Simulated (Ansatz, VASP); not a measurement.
FeCo in VASP and in Ansatz

The input INCAR:

```
SYSTEM = FeCo
PREC     = Accurate       ! precision mode
ENCUT    = 600            ! plane-wave cutoff, eV
EDIFF    = 1E-6           ! SCF threshold, eV
ISMEAR   = -1             ! smearing method
SIGMA    = 0.05           ! smearing width, eV
LREAL    = .FALSE.        ! projectors in reciprocal space
LASPH    = .TRUE.         ! aspherical terms in the spheres
NELM     = 200            ! most SCF steps
ALGO     = Normal         ! electronic algorithm
ISIF     = 2              ! what is computed and relaxed
LWAVE    = .FALSE.        ! write WAVECAR
LCHARG   = .TRUE.         ! write CHGCAR
ISPIN    = 2              ! spin polarisation
MAGMOM   = 3 2            ! initial moments
LORBIT   = 11             ! projections on sites
LMAXMIX  = 4              ! l up to which the mixer works
GGA      = PE             ! functional
LELF     = .TRUE.         ! ELF
LVHAR    = .TRUE.       
NBANDS   = 20             ! bands
GGA_COMPAT= .FALSE.
```

KPOINTS

```
regular mesh
0
G
  13 13 13
  0 0 0
```

File POSCAR:

```
FeCo
1.0
    2.9038443914      0.0000000000      0.0000000000
    0.0000000000      2.9038443914      0.0000000000
    0.0000000000      0.0000000000      2.9038443914
Fe Co
1 1
Direct
    0.5000000000      0.5000000000      0.5000000000
    0.0000000000      0.0000000000      0.0000000000
```

Input for Ansatz:

```yaml
crystal:
  lattice:
    - [2.9038443914, 0.0, 0.0]
    - [0.0, 2.9038443914, 0.0]
    - [0.0, 0.0, 2.9038443914]
  atoms:
    - { symbol: Fe, position: [0.5, 0.5, 0.5], spin: 3.0 }
    - { symbol: Co, position: [0.0, 0.0, 0.0], spin: 2.0 }
magnetization:
  spin_polarized: true
kpoints:
  mp_grid: { grid: [13, 13, 13] }
scf:
  occupations: { method: fermi_dirac, width: 0.05 }
hamiltonian:
  xc: pbe
  pseudopotentials: { kind: all_electron, lapw: { basis_error: 0.00025 } }
output:
  forces: true
  stress: true
  eigenvalues: true
```

Change from the starting cell: volume scaled by 1.05.

Alike in both runs: task single point; functional PBE; k mesh 13 × 13 × 13; occupations fermi-dirac, width 0.05 eV; collinear spin.

|  | VASP | Ansatz |
| --- | --- | --- |
| version | VASP 6.6.1 | Ansatz 0.2.0 |
| potentials or method | VASP PAW PBE potentials, release 64 (Fe, Co), cutoff 600 eV | all-electron LAPW, scalar-relativistic |

Ansatz gave:

* pressure (GPa): -10.3
* net moment per atom (μB): 2.30
* size of the moment on the site where the two differ most (μB): 2.90

Task: Estimate VASP's values.

Result: Pressure (GPa): -10.6; net moment per atom (μB): 2.29; size of the moment on the site where the two differ most (μB): 2.85.

Site moments also hang on the region over which each program counts them. Ansatz ran all-electron here, and VASP with PAW potentials.
